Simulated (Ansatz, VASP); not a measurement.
## Two plane-wave programs on Sb

```xyz
2
Lattice="-3.0378 3.0378 1.5990 3.0378 -3.0378 1.5990 3.0378 3.0378 -1.5990" Properties=species:S:1:pos:R:3 pbc="T T T"
Sb    0.0000   -1.5189   -0.3998
Sb    0.0000    1.5189    0.3998
```

Change from the starting cell: volume scaled by 1, PAW files.

Alike in both runs: task single point; functional PBE; k mesh 15 × 15 × 15; occupations fermi-dirac, width 0.08 eV; no spin polarisation.

|  | VASP | Ansatz |
| --- | --- | --- |
| version | VASP 6.6.1 | Ansatz 0.2.0 |
| potentials or method | VASP PAW PBE potentials, release 64 (Sb) | PAW with Ansatz's default frozen-core files, scalar-relativistic |
| plane-wave cutoff (eV) | 520 | 420 |
| valence electrons in the cell | 10 | 30 |

|  | VASP | Ansatz | Ansatz less VASP |
| --- | --- | --- | --- |
| pressure (GPa) | -0.1 | 0.0 | +0.05 |

With one functional, cell and mesh, what is left measures potentials, basis and numerics. VASP's potentials hold 10 valence electrons a cell and Ansatz's 30, so a difference there can come from the potentials and not from the codes.

Neither program's run includes spin-orbit coupling.
